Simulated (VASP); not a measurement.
Write the native input for VASP 6.6.1 that does the following.

```
Task                   : single point
Functional             : LDA
Potentials or basis    : VASP PAW LDA potentials, release 64 (Bi_d, Te)
Cutoff                 : 500 eV
k mesh                 : 6 × 6 × 6
Occupations            : fermi-dirac, width 0.05 eV
Spin                   : no spin polarisation
Dipole correction      : no
Further INCAR settings : ALGO = Normal; EDIFF = 1e-06; NBANDS = 18
```

The structure of BiTe lies in POSCAR:

```
BiTe
1.0
    0.0000000000      3.1946884994      3.1946884994
    3.1946884994      0.0000000000      3.1946884994
    3.1946884994      3.1946884994      0.0000000000
Bi Te
1 1
Direct
    0.0000000000      0.0000000000      0.0000000000
    0.2500000000      0.2500000000      0.2500000000
```

The input as run:

INCAR

```
PREC     = Accurate       # precision mode
ENCUT    = 500            # plane-wave cutoff, eV
EDIFF    = 1E-6           # SCF threshold, eV
ISMEAR   = -1             # smearing method
SIGMA    = 0.05           # smearing width, eV
LREAL    = False          # projectors in reciprocal space
LASPH    = True           # aspherical terms in the spheres
NELM     = 120            # most SCF steps
ALGO     = Normal         # electronic algorithm
ISIF     = 2              # what is computed and relaxed
LWAVE    = False          # write WAVECAR
LCHARG   = False          # write CHGCAR
NBANDS   = 18             # bands
GGA_COMPAT= False
```

KPOINTS

```
regular mesh
0
Gamma
  6 6 6
```

Potentials or basis: VASP PAW LDA potentials, release 64 (Bi_d, Te).

Launch:

```sh
$ cat potpaw_LDA.64/Bi_d/POTCAR potpaw_LDA.64/Te/POTCAR > POTCAR
$ mpirun -np 1 vasp_std > vasp.out
```

It gave:

```json
{
  "Pressure": "20.2 GPa",
  "Band gap on the k mesh": "zero (an odd number of electrons rules out a gap without spin polarisation)"
}
```

Caveat: the cell stands under pressure; spin-orbit coupling is left out, which moves the levels of the heavy elements.

Run time: 7.8 s on 1 thread of Intel(R) Xeon(R) 6975P-C (Granite Rapids), with other jobs on the host, peak memory 0.17 GiB.
